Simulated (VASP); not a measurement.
# CuAs3 (Fm-3m) in VASP: notebook

CuAs3 is run at these levels: PBE; tasks: single point.

Everything below comes from runs of VASP 6.6.1. Logs are shortened: lines on timing, memory, paths and dates and some standing lists are left out, and cuts for length are marked.

## Step 1: The cell of the first run

Symmetry: Fm-3m, No. 225, cubic system. Conventional cell: a = 7.507 Å, b = 7.507 Å, c = 7.507 Å, α = 90.00°, β = 90.00°, γ = 90.00°. Within 4.3 Å of Cu (site symmetry m-3m) lie 14 As at 3.25 to 3.75 Å. Within 4.3 Å of As (site symmetry -43m) lie 4 Cu at 3.25 Å and 10 As at 3.25 to 3.75 Å. Within 4.3 Å of As (site symmetry m-3m) lie 8 As at 3.25 Å and 6 Cu at 3.75 Å.

## Step 2: Single point, PBE (26.44 Å³/atom)

File INCAR:

```
SYSTEM = CuAs3
  ALGO = Normal
  EDIFF = 1E-6
  ENCUT = 520
  GGA = PE
  ISIF = 2
  ISMEAR = -1
  LASPH = .True.
  LCHARG = .False.
  LREAL = .False.
  LWAVE = .False.
  NBANDS = 21
  NELM = 100
  PREC = Accurate
  SIGMA = 0.05
```

File KPOINTS:

```
k-points
0
Gamma
  6 6 6
  0 0 0
```

File POSCAR:

```
CuAs3
1.0
    0.0000000000      3.7534649582      3.7534649582
    3.7534649582      0.0000000000      3.7534649582
    3.7534649582      3.7534649582      0.0000000000
Cu As
1 3
Direct
    0.0000000000      0.0000000000      0.0000000000
    0.2500000000      0.2500000000      0.2500000000
    0.7500000000      0.7500000000      0.7500000000
    0.5000000000      0.5000000000      0.5000000000
```

Potentials or basis: VASP PAW PBE potentials, release 64 (Cu, As).

Run with:

```sh
cat potpaw_PBE.64/Cu/POTCAR potpaw_PBE.64/As/POTCAR > POTCAR
mpirun -np 1 vasp_std > vasp.out
```

OUTCAR:

```text
SYSTEM = CuAs3
   EDIFF = 1E-6
   ENCUT = 520
   GGA = PE
   ISIF = 2
   ISMEAR = -1
   LASPH = .True.
   LREAL = .False.
   NELM = 100
   PREC = Accurate

 ion  position               nearest neighbor table
   1  0.000  0.000  0.000-
   2  0.250  0.250  0.250-
   3  0.750  0.750  0.750-
   4  0.500  0.500  0.500-

  LATTYP: Found a face centered cubic cell.
 ALAT       =     7.5069299164

  Lattice vectors:

 A1 = (   0.0000000000,   3.7534649582,   3.7534649582)
 A2 = (   3.7534649582,   0.0000000000,   3.7534649582)
 A3 = (   3.7534649582,   3.7534649582,   0.0000000000)

Analysis of symmetry for initial positions (statically):
=====================================================================
 Subroutine PRICEL returns:
 Original cell was already a primitive cell.

 Routine SETGRP: Setting up the symmetry group for a
 face centered cubic supercell.

 Subroutine GETGRP returns: Found 48 space group operations
 (whereof 48 operations were pure point group operations)
 out of a pool of 48 trial point group operations.

The static configuration has the point symmetry O_h .

Analysis of symmetry for dynamics (positions and initial velocities):
=====================================================================
 Subroutine PRICEL returns:
 Original cell was already a primitive cell.

 Routine SETGRP: Setting up the symmetry group for a
 face centered cubic supercell.

 Subroutine GETGRP returns: Found 48 space group operations
 (whereof 48 operations were pure point group operations)
 out of a pool of 48 trial point group operations.

The dynamic configuration has the point symmetry O_h .

 Subroutine INISYM returns: Found 48 space group operations
 (whereof 48 operations are pure point group operations),
 and found     1 'primitive' translations

----------------------------------------------------------------------------------------

                                     Primitive cell

  volume of cell :     105.7614

  direct lattice vectors                    reciprocal lattice vectors
     0.000000000  3.753464958  3.753464958    -0.133210249  0.133210249  0.133210249
     3.753464958  0.000000000  3.753464958     0.133210249 -0.133210249  0.133210249
     3.753464958  3.753464958  0.000000000     0.133210249  0.133210249 -0.133210249

  length of vectors
     5.308201050  5.308201050  5.308201050     0.230726919  0.230726919  0.230726919

  position of ions in fractional coordinates (direct lattice)
     0.000000000  0.000000000  0.000000000
     0.250000000  0.250000000  0.250000000
     0.750000000  0.750000000  0.750000000
     0.500000000  0.500000000  0.500000000

  ion indices of the primitive-cell ions
   primitive index   ion index
                 1           1
                 2           2
                 3           3
                 4           4

----------------------------------------------------------------------------------------

 KPOINTS: k-points

Automatic generation of k-mesh.
 Grid dimensions read from file:
 generate k-points for:    6    6    6

 Generating k-lattice:

  Cartesian coordinates                     Fractional coordinates (reciprocal lattice)
    -0.022201708  0.022201708  0.022201708     0.166666667  0.000000000  0.000000000
     0.022201708 -0.022201708  0.022201708     0.000000000  0.166666667  0.000000000
     0.022201708  0.022201708 -0.022201708     0.000000000  0.000000000  0.166666667

  Length of vectors
     0.038454486  0.038454486  0.038454486

  Shift w.r.t. Gamma in fractional coordinates (k-lattice)
     0.000000000  0.000000000  0.000000000

 Subroutine IBZKPT returns following result:
 ===========================================

 Found     16 irreducible k-points:

 Following reciprocal coordinates:
            Coordinates               Weight
  0.000000  0.000000  0.000000      1.000000
  0.166667  0.000000  0.000000      8.000000
  0.333333  0.000000  0.000000      8.000000
  0.500000  0.000000  0.000000      4.000000
  0.166667  0.166667  0.000000      6.000000
  0.333333  0.166667  0.000000     24.000000
[... 8 lines left out ...]
 -0.333333  0.333333  0.166667     24.000000
 -0.333333  0.500000  0.166667     12.000000
   k-points           NKPTS =     16   k-points in BZ     NKDIM =     16   number of bands    NBANDS=     21
   number of dos      NEDOS =    301   number of ions     NIONS =      4
   total plane-waves  NPLWV =  64000
   dimension x,y,z NGX =    40 NGY =   40 NGZ =   40
   dimension x,y,z NGXF=    80 NGYF=   80 NGZF=   80
   ions per type =               1   3
   NGX,Y,Z   is equivalent  to a cutoff of  12.53, 12.53, 12.53 a.u.
   NGXF,Y,Z  is equivalent  to a cutoff of  25.05, 25.05, 25.05 a.u.
 SYSTEM =  CuAs3
   PREC   = accura    normal or accurate (medium, high low for compatibility)
   ISTART =      0    job   : 0-new  1-cont  2-samecut
   ICHARG =      2    charge: 1-file 2-atom 10-const
   ISPIN  =      1    spin polarized calculation?
   LNONCOLLINEAR =      F non collinear calculations
   LSORBIT =      F    spin-orbit coupling
   LASPH  =      T    aspherical Exc in radial PAW
   ENCUT  =  520.0 eV  38.22 Ry    6.18 a.u.   9.87  9.87  9.87*2*pi/ulx,y,z
   NELM   =    100;   NELMIN=  2; NELMDL= -5     # of ELM steps
   EDIFF  = 0.1E-05   stopping-criterion for ELM
   LREAL  =      F    real-space projection
   EDIFFG = 0.1E-04   stopping-criterion for IOM
   NSW    =      0    number of steps for IOM
   IBRION =     -1    ionic relax: 0-MD 1-quasi-New 2-CG
   NFREE  =      0    steps in history (QN), initial steepest desc. (CG)
   ISIF   =      2    stress and relaxation
   ISYM   =      2    0-nonsym 1-usesym 2-fastsym
   POTIM  = 0.5000    time-step for ionic-motion
   TEBEG  =    0.0;   TEEND  =   0.0 temperature during run
   PSTRESS=    0.0 pullay stress
   NELECT =      26.0000    total number of electrons
   NUPDOWN=      -1.0000    fix difference up-down
   EMIN   =  10.00;   EMAX   =-10.00  energy-range for DOS
   EFERMI =   0.00;   METHOD = LEGACY
   ISMEAR =    -1;   SIGMA  =   0.05  broadening in eV -4-tet -1-fermi 0-gaus
   EFERMI_NEDOS =   21; number of points for ismear=-14 and -15
   IALGO  =     38    algorithm
   IMIX   =      4    mixing-type and parameters
     AMIX     =   0.40;   BMIX     =  1.00
     AMIX_MAG =   1.60;   BMIX_MAG =  1.00
  volume/ion in A,a.u.               =      26.44       178.43
  Fermi-wavevector in a.u.,A,eV,Ry     =   1.025550  1.938009 14.309971  1.051753
  Thomas-Fermi vector in A             =   2.159396
   LORBIT       =      0    0 simple, 1 ext, 2 COOP (PROOUT), +10 PAW based schemes
   GGA     = PE    functional components
   LHFCALC =     F    Hartree Fock is set to
   AEXX    =    0.0000 exact exchange contribution
   IVDW    =     0    specifies the selected vdW correction
   LEPSILON=     F    determine dielectric tensor
   LRPA    =     F    only Hartree local field effects (RPA)
 non-spin polarized calculation
  energy-cutoff  :      520.00
  volume of cell :      105.76
 maximum number of plane-waves:      2884
   NGX = 19   NGY = 19   NGZ = 19

 number of electron      26.0000016 magnetization

 Free energy of the ion-electron system (eV)
  ---------------------------------------------------
  ext. energy  EPLUGINS =         0.00000000
  ---------------------------------------------------
  free energy    TOTEN  =       -13.87533267 eV

  energy without entropy =      -13.85929025  energy(sigma->0) =      -13.86731146

 E-fermi :   2.6308     XC(G=0):  -9.2177

 val. band max:        2.6155138033   @ k =  -0.3333   0.1667   0.0000
 cond. band min:       2.7866891069   @ k =   0.5000   0.3333   0.1667
 fundamental gap:      0.1711753036
 Fermi energy:         2.6307682012

 k-point     1 :       0.0000    0.0000    0.0000
  band No.  band energies     occupation
      1      -9.3254      2.00000
      2      -6.4972      2.00000
      3      -5.8264      2.00000
      4       0.1641      2.00000
      5       0.1641      2.00000
      6       0.1641      2.00000
[... 13 lines left out ...]
     20       8.1093      0.00000
     21       9.5681      0.00000

 k-point     2 :       0.1667    0.0000    0.0000
  band No.  band energies     occupation
      1      -9.1723      2.00000
      2      -6.6295      2.00000
      3      -6.0161      2.00000
      4      -0.0672      2.00000
      5       0.0460      2.00000
      6       0.0460      2.00000
[... 13 lines left out ...]
     20       8.4819      0.00000
     21       8.6043      0.00000

 k-point     3 :       0.3333    0.0000    0.0000
  band No.  band energies     occupation
      1      -8.7502      2.00000
      2      -7.0704      2.00000
      3      -6.3354      2.00000
      4      -0.2206      2.00000
      5      -0.1658      2.00000
      6      -0.1658      2.00000
[... 13 lines left out ...]
     20       8.2824      0.00000
     21       8.9947      0.00000

 k-point     4 :       0.5000    0.0000    0.0000
  band No.  band energies     occupation
      1      -8.3595      2.00000
      2      -7.5176      2.00000
      3      -6.4442      2.00000
      4      -0.3916      2.00000
      5      -0.2552      2.00000
      6      -0.2552      2.00000
[... 13 lines left out ...]
     20       7.8067      0.00000
     21       9.9043      0.00000

 k-point     5 :       0.1667    0.1667    0.0000
  band No.  band energies     occupation
      1      -9.1207      2.00000
      2      -6.6491      2.00000
      3      -6.0937      2.00000
      4      -0.3105      2.00000
      5      -0.3105      2.00000
      6       0.5100      2.00000
[... 13 lines left out ...]
     20       8.3621      0.00000
     21       9.1482      0.00000

 k-point     6 :       0.3333    0.1667    0.0000
  band No.  band energies     occupation
      1      -8.7829      2.00000
      2      -6.9065      2.00000
      3      -6.4453      2.00000
      4      -0.5685      2.00000
      5      -0.5395      2.00000
      6       0.2979      2.00000
[... 13 lines left out ...]
     20       8.3764      0.00000
     21       9.1975      0.00000

 k-point     7 :       0.5000    0.1667    0.0000
  band No.  band energies     occupation
      1      -8.2997      2.00000
      2      -7.4092      2.00000
      3      -6.6534      2.00000
      4      -0.8585      2.00000
      5      -0.5262      2.00000
      6       0.1221      2.00000
[... 13 lines left out ...]
     20       8.4833      0.00000
     21       9.7590      0.00000

 k-point     8 :      -0.3333    0.1667    0.0000
  band No.  band energies     occupation
      1      -8.4552      2.00000
      2      -7.2459      2.00000
      3      -6.6148      2.00000
      4      -0.8010      2.00000
      5      -0.2538      2.00000
      6       0.0285      2.00000
[... 13 lines left out ...]
     20       8.5540      0.00000
     21       9.4776      0.00000

 k-point     9 :      -0.1667    0.1667    0.0000
  band No.  band energies     occupation
      1      -8.9266      2.00000
      2      -6.8143      2.00000
      3      -6.2995      2.00000
      4      -0.4402      2.00000
      5      -0.0428      2.00000
      6       0.2042      2.00000
[... 13 lines left out ...]
     20       8.7805      0.00000
     21       9.1080      0.00000

 k-point    10 :       0.3333    0.3333    0.0000
  band No.  band energies     occupation
      1      -8.5402      2.00000
      2      -6.9174      2.00000
      3      -6.7941      2.00000
      4      -0.8559      2.00000
      5      -0.8559      2.00000
      6      -0.0879      2.00000
[... 13 lines left out ...]
     20       8.9231      0.00000
     21       8.9235      0.00000

 k-point    11 :       0.5000    0.3333    0.0000
  band No.  band energies     occupation
      1      -8.0846      2.00000
      2      -7.2816      2.00000
      3      -7.0486      2.00000
      4      -1.2327      2.00000
      5      -0.9106      2.00000
      6       0.2267      2.00000
[... 13 lines left out ...]
     20       8.9635      0.00000
     21       9.4635      0.00000

 k-point    12 :      -0.3333    0.3333    0.0000
  band No.  band energies     occupation
      1      -7.9952      2.00000
      2      -7.4187      2.00000
      3      -7.0404      2.00000
      4      -1.2960      2.00000
      5      -0.6731      2.00000
      6       0.7111      2.00000
[... 13 lines left out ...]
     20       9.1931      0.00000
     21       9.3021      0.00000

 k-point    13 :       0.5000    0.5000    0.0000
  band No.  band energies     occupation
      1      -7.6998      2.00000
      2      -7.6927      2.00000
      3      -7.0377      2.00000
      4      -1.0610      2.00000
      5      -1.0609      2.00000
      6      -0.5380      2.00000
[... 13 lines left out ...]
     20       9.8171      0.00000
     21       9.8171      0.00000

 k-point    14 :       0.5000    0.3333    0.1667
  band No.  band energies     occupation
      1      -8.3851      2.00000
      2      -7.1024      2.00000
      3      -6.8561      2.00000
      4      -1.2009      2.00000
      5      -0.2907      2.00000
      6       0.2819      2.00000
[... 13 lines left out ...]
     20       8.8862      0.00000
     21       9.2539      0.00000

 k-point    15 :      -0.3333    0.3333    0.1667
  band No.  band energies     occupation
      1      -7.9922      2.00000
      2      -7.4320      2.00000
      3      -7.0284      2.00000
      4      -1.4747      2.00000
      5       0.0256      2.00000
      6       0.0270      2.00000
[... 13 lines left out ...]
     20       9.0808      0.00000
     21       9.2851      0.00000

 k-point    16 :      -0.3333    0.5000    0.1667
  band No.  band energies     occupation
      1      -7.6876      2.00000
      2      -7.5573      2.00000
      3      -7.2303      2.00000
      4      -1.6194      2.00000
      5      -0.4500      2.00000
      6       0.4701      2.00000
[... 13 lines left out ...]
     20       8.8796      0.00000
     21       8.9444      0.00000

------------------------ aborting loop because EDIFF is reached ----------------------------------------

  FORCE on cell =-STRESS in cart. coord.  units (eV):
  Direction    XX          YY          ZZ          XY          YZ          ZX
  --------------------------------------------------------------------------------------
  -------------------------------------------------------------------------------------
  Total       -9.0253077     -9.0253077     -9.0253077     -0.0000000     -0.0000000     -0.0000000
  in kB     -136.7242358   -136.7242358   -136.7242358     -0.0000000     -0.0000000     -0.0000000
  external PRESSURE =    -136.7242358 kB  Pullay stress =       0.0000000 kB

 VOLUME and BASIS-vectors are now :
 -----------------------------------------------------------------------------
  energy-cutoff  :      520.00
  volume of cell :      105.76
      direct lattice vectors                 reciprocal lattice vectors
     0.000000000  3.753464958  3.753464958    -0.133210249  0.133210249  0.133210249
     3.753464958  0.000000000  3.753464958     0.133210249 -0.133210249  0.133210249
     3.753464958  3.753464958  0.000000000     0.133210249  0.133210249 -0.133210249

 POSITION                                       TOTAL-FORCE (eV/Angst)
 -----------------------------------------------------------------------------------
      0.00000      0.00000      0.00000        -0.000000      0.000000     -0.000000
      1.87673      1.87673      1.87673         0.000000     -0.000000     -0.000000
      5.63020      5.63020      5.63020         0.000000      0.000000      0.000000
      3.75346      3.75346      3.75346        -0.000000      0.000000     -0.000000
 -----------------------------------------------------------------------------------
    total drift:                               -0.000000      0.000000      0.000000

  FREE ENERGIE OF THE ION-ELECTRON SYSTEM (eV)
  ---------------------------------------------------
  free  energy   TOTEN  =       -13.8753326704 eV

  energy  without entropy=      -13.8592902493  energy(sigma->0) =      -13.86731146
```

Run time: 93 s. Hardware: 1 thread of Intel Xeon 8259CL, shared host; peak memory 0.25 GiB.

Results:

| Property | Result |
| --- | --- |
| Free energy | -13.8753 eV |
| Pressure | -13.7 GPa |
| Band gap on the k mesh | zero (bands 13 and 14 overlap by 1.78 eV) |

Levels at points of the mesh, in eV from the Fermi level:
```
           k point  band 10  band 11  band 12  band 13  band 14  band 15  band 16  band 17  band 18  band 19
(0.00, 0.00, 0.00)    -1.68    -1.68    -0.73    -0.73    -0.73     0.79     0.79     0.79     0.80     5.48
(0.50, 0.00, 0.00)    -1.30    -1.30    -1.28    -1.28    -0.22     1.21     2.01     2.01     3.22     5.18
(0.50, 0.50, 0.00)    -1.63    -1.59    -0.17     1.03     1.03     1.41     1.93     1.93     2.46     6.30
```

Caveat: the cell stands under tension.

[end of part 1 of 2]
